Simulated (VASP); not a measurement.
# CdS (F-43m) in VASP: elastic constants with PBEsol

Aim: the elastic constants of CdS with PBEsol.

Program: VASP 6.6.1. These are calculated values, not measurements. Logs are shortened: lines on timing, memory, paths and dates and some standing lists are left out, and cuts for length are marked.

## Step 1: The cell of the first run

Symmetry: F-43m, No. 216, cubic system. Conventional cell: a = 5.825 Å, b = 5.825 Å, c = 5.825 Å, α = 90.00°, β = 90.00°, γ = 90.00°. Within 3.3 Å of Cd (site symmetry -43m) lie 4 S at 2.52 Å. S (site symmetry -43m) has 4 Cd at 2.52 Å within 3.3 Å.

## Step 2: Elastic constants, PBEsol

File INCAR:

```
PREC = Accurate
ENCUT = 600
EDIFF = 1E-8
ISMEAR = 0
SIGMA = 0.01
LREAL = F
LASPH = T
NELM = 60
ALGO = Normal
ISIF = 3
LWAVE = F
LCHARG = F
GGA = PS
NBANDS = 16
IBRION = 6
NFREE = 2
POTIM = 0.015
NSW = 1
```

File KPOINTS:

```
regular mesh
0
Gamma
  8 8 8
```

File POSCAR:

```
CdS
1.0
    2.9122860629      2.9122860629      0.0000000000
   -2.9122860629      2.9122860629      0.0000000000
    0.0000000000      2.9122860629      2.9122860629
Cd S
1 1
Direct
    0.0000000000      0.0000000000      0.0000000000
    0.7500000000      0.2500000000      0.5000000000
```

Potentials or basis: VASP PAW PBE potentials, release 64 (Cd, S).

Launch:

```
$ cat potpaw_PBE.64/Cd/POTCAR potpaw_PBE.64/S/POTCAR > POTCAR
$ mpirun -np 1 vasp_std > vasp.out
```

OUTCAR:

```text
PREC = Accurate
   ENCUT = 600
   EDIFF = 1E-8
   ISMEAR = 0
   LREAL = F
   LASPH = T
   NELM = 60
   ISIF = 3
   GGA = PS
   IBRION = 6
   NFREE = 2
   POTIM = 0.015
   NSW = 1

 ion  position               nearest neighbor table
   1  0.000  0.000  0.000-   2 2.52   2 2.52   2 2.52   2 2.52
   2  0.750  0.250  0.500-   1 2.52   1 2.52   1 2.52   1 2.52

  LATTYP: Found a face centered cubic cell.
 ALAT       =     5.8245721258

  Lattice vectors:

 A1 = (   0.0000000000,   2.9122860629,   2.9122860629)
 A2 = (   2.9122860629,   0.0000000000,   2.9122860629)
 A3 = (   2.9122860629,   2.9122860629,   0.0000000000)

Analysis of symmetry for initial positions (statically):
=====================================================================
 Subroutine PRICEL returns:
 Original cell was already a primitive cell.

 Routine SETGRP: Setting up the symmetry group for a
 face centered cubic supercell.

 Subroutine GETGRP returns: Found 24 space group operations
 (whereof 24 operations were pure point group operations)
 out of a pool of 48 trial point group operations.

The static configuration has the point symmetry T_d .

Analysis of symmetry for dynamics (positions and initial velocities):
=====================================================================
 Subroutine PRICEL returns:
 Original cell was already a primitive cell.

 Routine SETGRP: Setting up the symmetry group for a
 face centered cubic supercell.

 Subroutine GETGRP returns: Found 24 space group operations
 (whereof 24 operations were pure point group operations)
 out of a pool of 48 trial point group operations.

The dynamic configuration has the point symmetry T_d .

 Subroutine INISYM returns: Found 24 space group operations
 (whereof 24 operations are pure point group operations),
 and found     1 'primitive' translations

----------------------------------------------------------------------------------------

                                     Primitive cell

  volume of cell :      49.4006

  direct lattice vectors                    reciprocal lattice vectors
     2.912286063  2.912286063  0.000000000     0.171686431  0.171686431 -0.171686431
    -2.912286063  2.912286063  0.000000000    -0.171686431  0.171686431 -0.171686431
     0.000000000  2.912286063  2.912286063     0.000000000  0.000000000  0.343372862

  length of vectors
     4.118594448  4.118594448  4.118594448     0.297369621  0.297369621  0.343372862

  position of ions in fractional coordinates (direct lattice)
     0.000000000  0.000000000  0.000000000
     0.750000000  0.250000000  0.500000000

  ion indices of the primitive-cell ions
   primitive index   ion index
                 1           1
                 2           2

----------------------------------------------------------------------------------------

 KPOINTS: regular mesh

Automatic generation of k-mesh.
 Grid dimensions read from file:
 generate k-points for:    8    8    8

 Generating k-lattice:

  Cartesian coordinates                     Fractional coordinates (reciprocal lattice)
     0.021460804  0.021460804 -0.021460804     0.125000000  0.000000000  0.000000000
    -0.021460804  0.021460804 -0.021460804     0.000000000  0.125000000  0.000000000
     0.000000000  0.000000000  0.042921608     0.000000000  0.000000000  0.125000000

[... 103 lines left out ...]
  ---------------------------------------------------
  free energy    TOTEN  =        -6.81328360 eV

  energy without entropy =       -6.81328360  energy(sigma->0) =       -6.81328360

------------------------ aborting loop because EDIFF is reached ----------------------------------------

  FORCE on cell =-STRESS in cart. coord.  units (eV):
  Direction    XX          YY          ZZ          XY          YZ          ZX
  --------------------------------------------------------------------------------------
  -------------------------------------------------------------------------------------
  Total        0.1102367      0.1102367      0.1102367      0.0000000     -0.0000000     -0.0000000
  in kB        3.5752351      3.5752351      3.5752351      0.0000000     -0.0000000     -0.0000000
  external PRESSURE =       3.5752351 kB  Pullay stress =       0.0000000 kB
[... 89 lines left out ...]
  FREE ENERGIE OF THE ION-ELECTRON SYSTEM (eV)
  ---------------------------------------------------
  free  energy   TOTEN  =        -6.8089796138 eV

  energy  without entropy=       -6.8089796138  energy(sigma->0) =       -6.80897961

[... ionic steps 4 to 14 ...]

--------------------------------------- Ionic step       15  -------------------------------------------

 number of electron      18.0000001 magnetization

------------------------ aborting loop because EDIFF is reached ----------------------------------------
[... 67 lines left out ...]
--------------------------------------- Ionic step       17  -------------------------------------------

 number of electron      17.9999999 magnetization

 Free energy of the ion-electron system (eV)
  ---------------------------------------------------
  ext. energy  EPLUGINS =         0.00000000
  ---------------------------------------------------
  free energy    TOTEN  =        -6.81270812 eV

  energy without entropy =       -6.81270812  energy(sigma->0) =       -6.81270812

 E-fermi :   1.3200     XC(G=0):  -9.3985

 val. band max:        1.2533244675   @ k =   0.0000   0.0000   0.0000
 cond. band min:       2.2667158296   @ k =   0.0000   0.0000   0.0000
 fundamental gap:      1.0133913621
 Fermi energy:         1.3199665178

 k-point     1 :       0.0000    0.0000    0.0000
  band No.  band energies     occupation
      1     -11.1628      2.00000
      2      -6.5083      2.00000
      3      -6.4971      2.00000
      4      -6.4860      2.00000
      5      -6.0030      2.00000
      6      -6.0029      2.00000
[... 433 lines left out ...]
      3      -6.2832      2.00000
      4      -6.0327      2.00000
      5      -5.9765      2.00000
      6      -5.5018      2.00000
[... 8 lines left out ...]
     15      13.4425      0.00000
     16      14.3933      0.00000

 [... further k-points ...]

------------------------ aborting loop because EDIFF is reached ----------------------------------------

  FORCE on cell =-STRESS in cart. coord.  units (eV):
  Direction    XX          YY          ZZ          XY          YZ          ZX
  --------------------------------------------------------------------------------------
  -------------------------------------------------------------------------------------
  Total        0.1104250      0.1126721      0.1126721      0.0000000     -0.1009634     -0.0000000
  in kB        3.5813435      3.6542204      3.6542204      0.0000000     -3.2744796     -0.0000000
  external PRESSURE =       3.6299281 kB  Pullay stress =       0.0000000 kB
[... 17 lines left out ...]
  FREE ENERGIE OF THE ION-ELECTRON SYSTEM (eV)
  ---------------------------------------------------
  free  energy   TOTEN  =        -6.8127081219 eV

  energy  without entropy=       -6.8127081219  energy(sigma->0) =       -6.81270812

 INTERNAL STRAIN TENSORS FROM STRAINED CELLS
 ============================================

 INTERNAL STRAIN TENSOR FOR ION    1 for displacements in x,y,z  (eV/Angst):
          X           Y           Z          XY          YZ          ZX
  --------------------------------------------------------------------------------
  x     0.00000     0.00000    -0.00000     0.00000    -6.72312     0.00000
  y    -0.00000     0.00000     0.00000     0.00000     0.00000    -6.72315
  z     0.00000    -0.00000     0.00000    -6.72342     0.00000     0.00000

 INTERNAL STRAIN TENSORS FROM DISPLACED ATOMS
 ============================================

 INTERNAL STRAIN TENSOR FOR ION    1 for displacements in x,y,z  (eV/Angst):
          X           Y           Z          XY          YZ          ZX
  --------------------------------------------------------------------------------
  x    -0.00000     0.00000     0.00000     0.00000    -6.73063    -0.00000
  y     0.00000    -0.00000     0.00000    -0.00000     0.00000    -6.73063
  z     0.00000     0.00000    -0.00000    -6.73063    -0.00000    -0.00000

 INTERNAL STRAIN TENSOR FOR ION    2 for displacements in x,y,z  (eV/Angst):
          X           Y           Z          XY          YZ          ZX
  --------------------------------------------------------------------------------
  x     0.00000     0.00000     0.00000     0.00000     6.72983    -0.00000
  y     0.00000     0.00000     0.00000    -0.00000     0.00000     6.72983
  z     0.00000     0.00000     0.00000     6.72983    -0.00000    -0.00000

 Eigenvectors and eigenvalues of the dynamical matrix
 ----------------------------------------------------

   1 f  =    7.073886 THz    44.446537 2PiTHz  235.959442 cm-1    29.255229 meV
             X         Y         Z           dx          dy          dz
      0.000000  0.000000  0.000000     0.470798    0.000000   -0.000000
      1.456143  4.368429  1.456143    -0.882241   -0.000000    0.000000
[... 21 lines left out ...]
   6 f/i=    0.002512 THz     0.015783 2PiTHz    0.083787 cm-1     0.010388 meV
             X         Y         Z           dx          dy          dz
      0.000000  0.000000  0.000000     0.000000   -0.000000   -0.882241
      1.456143  4.368429  1.456143    -0.000000    0.000000   -0.470798

--------------------------------------------------------------------------------------------------------

 ELASTIC MODULI CONTR FROM IONIC RELAXATION (kBar)
 Direction    XX          YY          ZZ          XY          YZ          ZX
 --------------------------------------------------------------------------------
 XX          -0.0000      0.0000     -0.0000     -0.0000     -0.0000      0.0000
 YY           0.0000     -0.0000     -0.0000      0.0000     -0.0000     -0.0000
 ZZ          -0.0000     -0.0000     -0.0000     -0.0000      0.0000      0.0000
 XY          -0.0000      0.0000     -0.0000   -287.7234     -0.0000      0.0000
 YZ          -0.0000     -0.0000      0.0000     -0.0000   -287.7234      0.0000
 ZX           0.0000     -0.0000      0.0000      0.0000      0.0000   -287.7234
 --------------------------------------------------------------------------------

 TOTAL ELASTIC MODULI (kBar)
 Direction    XX          YY          ZZ          XY          YZ          ZX
 --------------------------------------------------------------------------------
 XX         754.0947    564.1754    564.1754     -0.0000     -0.0000      0.0000
 YY         564.1754    754.0947    564.1754      0.0000     -0.0000     -0.0000
 ZZ         564.1754    564.1754    754.0947     -0.0000     -0.0000      0.0000
 XY          -0.0000      0.0000     -0.0000    259.5256     -0.0000      0.0000
 YZ          -0.0000     -0.0000     -0.0000     -0.0000    259.5256      0.0000
 ZX           0.0000     -0.0000      0.0000      0.0000      0.0000    259.5256
 --------------------------------------------------------------------------------
```

Wall time 7.4 min (1 thread of Intel Xeon 6975P-C (Granite Rapids), shared host); peak memory 0.39 GiB.

Results:

| Item | Value |
| --- | --- |
| Elastic constants C11, C12, C44 | 75, 56, 26 GPa |
| Voigt bulk modulus | 63 GPa |
| Highest phonon frequency at Γ, LO-TO splitting left out | 236 cm⁻¹ |

Phonon frequencies in cm⁻¹ (negative: imaginary):
| q point | frequencies |
| --- | --- |
| (0.000, 0.000, 0.000) | 0 0 0 236 236 236 |

Elastic tensor in Voigt notation (GPa, in the Cartesian axes of the cell as first typed):
```
75 56 56  0  0  0
56 75 56  0  0  0
56 56 75  0  0  0
 0  0  0 26  0  0
 0  0  0  0 26  0
 0  0  0  0  0 26
```

Clamped-ion elastic tensor (GPa):
```
75 56 56  0  0  0
56 75 56  0  0  0
56 56 75  0  0  0
 0  0  0 55  0  0
 0  0  0  0 55  0
 0  0  0  0  0 55
```

Caveat: the PAW data sets were made with another functional, which shifts forces and pressure a little.
